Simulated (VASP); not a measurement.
# As (R-3m) in VASP: notebook, part 2 of 3

VASP 6.6.1. The steps go on from the part before.

## 3. Single point, PBE

This run uses another cell than the first one, of 22.53 Å³/atom.

Input file INCAR:

```
  ALGO = Normal
  EDIFF = 1E-6
  ENCUT = 500
  GGA = PE
  GGA_COMPAT = F
  ISIF = 2
  ISMEAR = -1
  LASPH = T
  LCHARG = F
  LREAL = F
  LWAVE = F
  NBANDS = 12
  NELM = 120
  PREC = Accurate
  SIGMA = 0.1
```

Input file KPOINTS:

```
k-points
0
Gamma
  7 7 7
```

Input file POSCAR:

```
As
1.0
    1.9071156994      1.1010737624      3.5761562666
   -1.9071156994      1.1010737624      3.5761562666
    0.0000000000     -2.2021475249      3.5761562666
As
2
Direct
    0.7735112182      0.7735112192      0.7735112182
    0.2264887818      0.2264887808      0.2264887818
```

Potentials or basis: VASP PAW PBE potentials, release 64 (As).

On the command line:

```sh
> cat potpaw_PBE.64/As/POTCAR > POTCAR
> mpirun -np 1 vasp_std > vasp.out
```

OUTCAR:

```text
EDIFF = 1E-6
   ENCUT = 500
   GGA = PE
   ISIF = 2
   ISMEAR = -1
   LASPH = T
   LREAL = F
   NELM = 120
   PREC = Accurate

 ion  position               nearest neighbor table
   1  0.774  0.774  0.774-   2 2.55   2 2.55   2 2.55
   2  0.226  0.226  0.226-   1 2.55   1 2.55   1 2.55

  LATTYP: Found a trigonal (rhomboedric) cell.
 ALAT       =     4.1998032530
 COS(alpha) =     0.5875928492

  Lattice vectors:

 A1 = (   1.9071156994,   1.1010737624,   3.5761562666)
 A2 = (  -1.9071156994,   1.1010737624,   3.5761562666)
 A3 = (   0.0000000000,  -2.2021475249,   3.5761562666)

Analysis of symmetry for initial positions (statically):
=====================================================================
 Subroutine PRICEL returns:
 Original cell was already a primitive cell.

 Routine SETGRP: Setting up the symmetry group for a
 trigonal (rhombohedral) supercell.

 Subroutine GETGRP returns: Found 12 space group operations
 (whereof 12 operations were pure point group operations)
 out of a pool of 12 trial point group operations.

The static configuration has the point symmetry D_3d.

Analysis of symmetry for dynamics (positions and initial velocities):
=====================================================================
 Subroutine PRICEL returns:
 Original cell was already a primitive cell.

 Routine SETGRP: Setting up the symmetry group for a
 trigonal (rhombohedral) supercell.

 Subroutine GETGRP returns: Found 12 space group operations
 (whereof 12 operations were pure point group operations)
 out of a pool of 12 trial point group operations.

The dynamic configuration has the point symmetry D_3d.

 Subroutine INISYM returns: Found 12 space group operations
 (whereof 12 operations are pure point group operations),
 and found     1 'primitive' translations

----------------------------------------------------------------------------------------

                                     Primitive cell

  volume of cell :      45.0569

  direct lattice vectors                    reciprocal lattice vectors
     1.907115699  1.101073762  3.576156267     0.262176018  0.151367395  0.093209946
    -1.907115699  1.101073762  3.576156267    -0.262176018  0.151367395  0.093209946
     0.000000000 -2.202147525  3.576156267     0.000000000 -0.302734789  0.093209946

  length of vectors
     4.199803253  4.199803253  4.199803253     0.316759288  0.316759288  0.316759288

  position of ions in fractional coordinates (direct lattice)
     0.773511218  0.773511219  0.773511218
     0.226488782  0.226488781  0.226488782

  ion indices of the primitive-cell ions
   primitive index   ion index
                 1           1
                 2           2

----------------------------------------------------------------------------------------

 KPOINTS: k-points

Automatic generation of k-mesh.
 Grid dimensions read from file:
 generate k-points for:    7    7    7

 Generating k-lattice:

  Cartesian coordinates                     Fractional coordinates (reciprocal lattice)
     0.037453717  0.021623914  0.013315707     0.142857143 -0.000000000  0.000000000
    -0.037453717  0.021623914  0.013315707    -0.000000000  0.142857143  0.000000000
     0.000000000 -0.043247827  0.013315707     0.000000000  0.000000000  0.142857143

  Length of vectors
     0.045251327  0.045251327  0.045251327

  Shift w.r.t. Gamma in fractional coordinates (k-lattice)
     0.000000000  0.000000000  0.000000000

 Subroutine IBZKPT returns following result:
 ===========================================

 Found     44 irreducible k-points:

 Following reciprocal coordinates:
            Coordinates               Weight
  0.000000  0.000000  0.000000      1.000000
  0.142857  0.000000  0.000000      6.000000
  0.285714  0.000000  0.000000      6.000000
  0.428571  0.000000  0.000000      6.000000
  0.142857  0.142857  0.000000      6.000000
  0.285714  0.142857  0.000000     12.000000
[... 16 lines left out ...]
  0.285714  0.285714  0.142857      6.000000
  0.428571  0.285714  0.142857     12.000000
 [... further k-points ...]
   k-points           NKPTS =     44   k-points in BZ     NKDIM =     44   number of bands    NBANDS=     12
   number of dos      NEDOS =    301   number of ions     NIONS =      2
   total plane-waves  NPLWV =  32768
   dimension x,y,z NGX =    32 NGY =   32 NGZ =   32
   dimension x,y,z NGXF=    64 NGYF=   64 NGZF=   64
   ions per type =               2
   NGX,Y,Z   is equivalent  to a cutoff of  12.67, 12.67, 12.67 a.u.
   NGXF,Y,Z  is equivalent  to a cutoff of  25.33, 25.33, 25.33 a.u.
 SYSTEM =  unknown system
   PREC   = accura    normal or accurate (medium, high low for compatibility)
   ISTART =      0    job   : 0-new  1-cont  2-samecut
   ICHARG =      2    charge: 1-file 2-atom 10-const
   ISPIN  =      1    spin polarized calculation?
   LNONCOLLINEAR =      F non collinear calculations
   LSORBIT =      F    spin-orbit coupling
   LASPH  =      T    aspherical Exc in radial PAW
   ENCUT  =  500.0 eV  36.75 Ry    6.06 a.u.   7.66  7.66  7.66*2*pi/ulx,y,z
   NELM   =    120;   NELMIN=  2; NELMDL= -5     # of ELM steps
   EDIFF  = 0.1E-05   stopping-criterion for ELM
   LREAL  =      F    real-space projection
   EDIFFG = 0.1E-04   stopping-criterion for IOM
   NSW    =      0    number of steps for IOM
   IBRION =     -1    ionic relax: 0-MD 1-quasi-New 2-CG
   NFREE  =      0    steps in history (QN), initial steepest desc. (CG)
   ISIF   =      2    stress and relaxation
   ISYM   =      2    0-nonsym 1-usesym 2-fastsym
   POTIM  = 0.5000    time-step for ionic-motion
   TEBEG  =    0.0;   TEEND  =   0.0 temperature during run
   PSTRESS=    0.0 pullay stress
   NELECT =      10.0000    total number of electrons
   NUPDOWN=      -1.0000    fix difference up-down
   EMIN   =  10.00;   EMAX   =-10.00  energy-range for DOS
   EFERMI =   0.00;   METHOD = LEGACY
   ISMEAR =    -1;   SIGMA  =   0.10  broadening in eV -4-tet -1-fermi 0-gaus
   EFERMI_NEDOS =   21; number of points for ismear=-14 and -15
   IALGO  =     38    algorithm
   IMIX   =      4    mixing-type and parameters
     AMIX     =   0.40;   BMIX     =  1.00
     AMIX_MAG =   1.60;   BMIX_MAG =  1.00
  volume/ion in A,a.u.               =      22.53       152.03
  Fermi-wavevector in a.u.,A,eV,Ry     =   0.991184  1.873067 13.366995  0.982446
  Thomas-Fermi vector in A             =   2.122908
   LORBIT       =      0    0 simple, 1 ext, 2 COOP (PROOUT), +10 PAW based schemes
   GGA     = PE    functional components
   LHFCALC =     F    Hartree Fock is set to
   AEXX    =    0.0000 exact exchange contribution
   IVDW    =     0    specifies the selected vdW correction
   LEPSILON=     F    determine dielectric tensor
   LRPA    =     F    only Hartree local field effects (RPA)
 non-spin polarized calculation
  energy-cutoff  :      500.00
  volume of cell :       45.06
 maximum number of plane-waves:      1153
   NGX = 15   NGY = 15   NGZ = 15

 number of electron      10.0000000 magnetization

 number of electron       9.9999999 magnetization

 Free energy of the ion-electron system (eV)
  ---------------------------------------------------
  ext. energy  EPLUGINS =         0.00000000
  ---------------------------------------------------
  free energy    TOTEN  =        -9.36795520 eV

  energy without entropy =       -9.36101518  energy(sigma->0) =       -9.36448519

 E-fermi :   4.9872     XC(G=0):  -9.7725

 val. band max:        4.9545239511   @ k =   0.4286   0.0000   0.0000
 cond. band min:       5.0063665393   @ k =   0.4286   0.2857   0.2857
 fundamental gap:      0.0518425881
 Fermi energy:         4.9872313017

 k-point     1 :       0.0000    0.0000    0.0000
  band No.  band energies     occupation
      1      -9.6860      2.00000
      2      -1.0728      2.00000
      3       2.5789      2.00000
      4       3.0588      2.00000
      5       3.0588      2.00000
      6       6.6078      0.00000
      7       7.8035      0.00000
      8       7.8035      0.00000
      9      11.8673      0.00000
     10      11.8673      0.00000
     11      12.2559      0.00000
     12      13.7178      0.00000
[... 331 lines left out ...]
 k-point    24 :       0.4286    0.2857    0.1429
  band No.  band energies     occupation
      1      -8.3931      2.00000
      2      -3.8042      2.00000
      3       0.4725      2.00000
      4       1.6908      2.00000
      5       3.9136      1.99996
      6       6.6637      0.00000
      7       7.8331      0.00000
      8       8.8267      0.00000
      9      10.8723      0.00000
     10      13.9445      0.00000
     11      15.1480      0.00000
     12      15.3406      0.00000

 [... further k-points ...]
[... 5 lines left out ...]
  --------------------------------------------------------------------------------------
  -------------------------------------------------------------------------------------
  Total        0.0716019      0.0716019      0.0430332      0.0000000     -0.0000000      0.0000000
  in kB        2.5460904      2.5460904      1.5302174      0.0000000     -0.0000000      0.0000000
  external PRESSURE =       2.2074661 kB  Pullay stress =       0.0000000 kB

 VOLUME and BASIS-vectors are now :
 -----------------------------------------------------------------------------
  energy-cutoff  :      500.00
  volume of cell :       45.06
      direct lattice vectors                 reciprocal lattice vectors
     1.907115699  1.101073762  3.576156267     0.262176018  0.151367395  0.093209946
    -1.907115699  1.101073762  3.576156267    -0.262176018  0.151367395  0.093209946
     0.000000000 -2.202147525  3.576156267     0.000000000 -0.302734789  0.093209946

 POSITION                                       TOTAL-FORCE (eV/Angst)
 -----------------------------------------------------------------------------------
     -0.00000      0.00000      8.29859         0.000000      0.000000     -0.044704
      0.00000     -0.00000      2.42988         0.000000     -0.000000      0.044704
 -----------------------------------------------------------------------------------
    total drift:                               -0.000000     -0.000000      0.000000

  FREE ENERGIE OF THE ION-ELECTRON SYSTEM (eV)
  ---------------------------------------------------
  free  energy   TOTEN  =        -9.3679551974 eV

  energy  without entropy=       -9.3610151763  energy(sigma->0) =       -9.36448519
```

OSZICAR:

```text
N       E                     dE             d eps       ncg     rms          rms(c)
DAV:   1     0.286092567201E+02    0.28609E+02   -0.40294E+03  1056   0.671E+02
DAV:   2    -0.773656497417E+01   -0.36346E+02   -0.34406E+02  1436   0.109E+02
DAV:   3    -0.937162218162E+01   -0.16351E+01   -0.16284E+01  1352   0.235E+01
DAV:   4    -0.937985928825E+01   -0.82371E-02   -0.82365E-02  1160   0.191E+00
DAV:   5    -0.937988126812E+01   -0.21980E-04   -0.21979E-04  1344   0.108E-01    0.313E+00
DAV:   6    -0.937202927451E+01    0.78520E-02   -0.43753E-03  1188   0.420E-01    0.188E+00
DAV:   7    -0.936777569610E+01    0.42536E-02   -0.10201E-02  1252   0.654E-01    0.893E-02
DAV:   8    -0.936790842170E+01   -0.13273E-03   -0.33036E-04  1252   0.107E-01    0.305E-02
DAV:   9    -0.936795563115E+01   -0.47209E-04   -0.59104E-05  1232   0.492E-02    0.109E-02
DAV:  10    -0.936795519740E+01    0.43375E-06   -0.41890E-06  1280   0.113E-02
   1 F= -.93679552E+01 E0= -.93644852E+01  d E =-.694002E-02
```

Wall time 15 s (1 thread of Intel Xeon Platinum 8259CL at 2.50GHz (Skylake/Cascade Lake), shared host); peak memory 0.17 GiB.

What came out:

```yaml
Free_energy: -9.3680 eV
Pressure: 0.2 GPa
Largest_force: 0.045 eV/Å
Band_gap_on_the_k_mesh: zero (bands 5 and 6 overlap by 0.05 eV)
```

Forces in eV/Å, atoms in the order of the input:
```
As   0.000  0.000 -0.045
As   0.000  0.000  0.045
```

Levels at points of the mesh, in eV from the Fermi level:
| k point | band 1 | band 2 | band 3 | band 4 | band 5 | band 6 | band 7 | band 8 | band 9 | band 10 |
| --- | --- | --- | --- | --- | --- | --- | --- | --- | --- | --- |
| (0.00, 0.00, 0.00) | -14.67 | -6.06 | -2.41 | -1.93 | -1.93 | 1.62 | 2.82 | 2.82 | 6.88 | 6.88 |

[end of part 2 of 3]

The gap in the log of VASP goes by the Fermi energy; the results here count the filled bands.